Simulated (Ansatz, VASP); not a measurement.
## Cu3As2 in VASP and in Ansatz

File INCAR:

```
SYSTEM = Cu3As2
PREC = Accurate
ENCUT = 520
EDIFF = 1E-6
ISMEAR = 0
SIGMA = 0.1
LREAL = .False.
LASPH = .True.
NELM = 60
ALGO = Normal
ISIF = 2
LWAVE = .False.
LCHARG = .True.
GGA = PE
LELF = .True.
LVHAR = .True.
NBANDS = 30
```

File KPOINTS:

```
regular mesh
0
Gamma
  6 6 2
  0 0 0
```

The input POSCAR:

```
Cu3As2
1.0
    4.8105432900      0.0000000000      0.0000000000
   -2.4052716400      4.1660526900      0.0000000000
    0.0000000000      0.0000000000     11.7833764400
Cu As
3 2
Direct
    0.0000000000      0.0000000000      0.0000000000
    0.3333333300      0.6666666700      0.6666666700
    0.6666666700      0.3333333300      0.3333333300
    0.3333333300      0.6666666700      0.9166666700
    0.6666666700      0.3333333300      0.5833333300
```

Input for Ansatz:

```yaml
crystal:
  lattice:
    - [4.81054329, 0.0, 0.0]
    - [-2.40527164, 4.16605269, 0.0]
    - [0.0, 0.0, 11.78337644]
  atoms:
    - { symbol: Cu, position: [0.0, 0.0, 0.0] }
    - { symbol: Cu, position: [0.33333333, 0.66666667, 0.66666667] }
    - { symbol: Cu, position: [0.66666667, 0.33333333, 0.33333333] }
    - { symbol: As, position: [0.33333333, 0.66666667, 0.91666667] }
    - { symbol: As, position: [0.66666667, 0.33333333, 0.58333333] }
basis:
  ecutwfc: 420
kpoints:
  mp_grid: { grid: [6, 6, 2] }
hamiltonian:
  xc: pbe
scf:
  occupations: { method: gaussian, width: 0.1 }
  lower_state_search: "off"
output:
  forces: true
  stress: true
  eigenvalues: true
```

Change from the starting cell: ordered vacancies on the anion sites of zinc blende (P3m1, No. 156).

Alike in both runs: task single point; functional PBE; k mesh 6 × 6 × 2; occupations gaussian, width 0.1 eV; no spin polarisation.

|  | VASP | Ansatz |
| --- | --- | --- |
| version | VASP 6.6.1 | Ansatz 0.2.0 |
| potentials or method | VASP PAW PBE potentials, release 64 (Cu, As), cutoff 520 eV | scalar-relativistic, plane waves, PAW |
| valence electrons in the cell | 43 | 87 |

|  | VASP | Ansatz | Ansatz less VASP |
| --- | --- | --- | --- |
| gap on the k mesh at the Fermi level (eV) | none | none | - |
| pressure (GPa) | -7.0 | -7.0 | -0.03 |
| traceless stress, the component that is largest in VASP (GPa) | -0.39 | -0.38 | +0.003 |
| rms of the force components (eV/Å) | 0.527 | 0.529 | +0.0014 |

Atom by atom the forces differ by 0.003 eV/Å (rms over components). A gap of «none» marks a metal or a gap that the smearing closes. VASP's potentials hold 43 valence electrons a cell and Ansatz's 87, so a difference there can come from the potentials and not from the codes.
